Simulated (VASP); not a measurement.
Zn5O3:

```
Zn O
1.0
     3.15000    0.00000    0.00000
    -1.57500    2.72798    0.00000
     0.00000    0.00000   12.10000
Zn O
5 3
Direct
  0.00000 0.00000 0.43000
  0.33333 0.66667 0.64500
  0.33333 0.66667 0.21500
  0.00000 0.00000 0.00000
  0.66667 0.33333 0.82500
  0.33333 0.66667 0.37900
  0.00000 0.00000 0.59300
  0.00000 0.00000 0.16400
```

| Quantity | Value |
| --- | --- |
| Program | VASP 6.6.1 |
| Task | relaxation of cell and atoms |
| Functional | PBE |
| Potentials or basis | VASP PAW PBE potentials, release 64 (Zn, O) |
| Cutoff | 600 eV |
| k mesh | 6 × 6 × 2 |
| Occupations | gaussian, width 0.2 eV |
| Spin | no spin polarisation |

At the start: pressure 9.6 GPa; volume 13.00 Å³/atom.

Question: Where does the relaxation end?

Answer: Over 11 steps the energy falls by 64.6 meV/atom and the volume is 13.70 Å³/atom (+5.4 %); space group P3m1 (No. 156, to 0.1 Å) before and after.

The path:
```
step  energy change (eV)  largest force (eV/Å)  pressure (GPa)  volume (Å³)
   1              0.0000                1.5036            9.57       103.98
   2             -0.3188                0.4363           -3.29       116.09
   3             -0.3493                0.4419           -0.83       113.06
   4             -0.3843                0.4074           -0.65       112.41
   5             -0.4393                0.8886            0.25       110.46
   6             -0.4604                0.7370            0.20       110.21
   7             -0.4939                0.3609            0.23       109.47
   8             -0.4949                0.3765            0.26       109.31
   9             -0.5055                0.2691            0.14       109.44
  10             -0.5157                0.1028           -0.12       109.74
  11             -0.5166                0.0705           -0.01       109.62
```

Final structure:
```cif
data_structure
_symmetry_space_group_name_H-M 'P 1'
_symmetry_Int_Tables_number 1
_cell_length_a 3.2384
_cell_length_b 3.2384
_cell_length_c 12.0697
_cell_angle_alpha 90.000
_cell_angle_beta 90.000
_cell_angle_gamma 120.000
_cell_volume 109.62
loop_
_atom_site_label
_atom_site_type_symbol
_atom_site_fract_x
_atom_site_fract_y
_atom_site_fract_z
_atom_site_occupancy
Zn1 Zn 0.00000 0.00000 0.43274 1
Zn2 Zn 0.33333 0.66667 0.66205 1
Zn3 Zn 0.33333 0.66667 0.20967 1
Zn4 Zn 0.00000 0.00000 0.98696 1
Zn5 Zn 0.66667 0.33333 0.83881 1
O1 O 0.33333 0.66667 0.37325 1
O2 O 0.00000 0.00000 0.59679 1
O3 O 0.00000 0.00000 0.15072 1
```

Caveat: the k points lie up to 0.37 Å⁻¹ apart in the final cell; the relaxation stopped at a loose force limit of 0.08 eV/Å, so its end isn't a converged minimum.
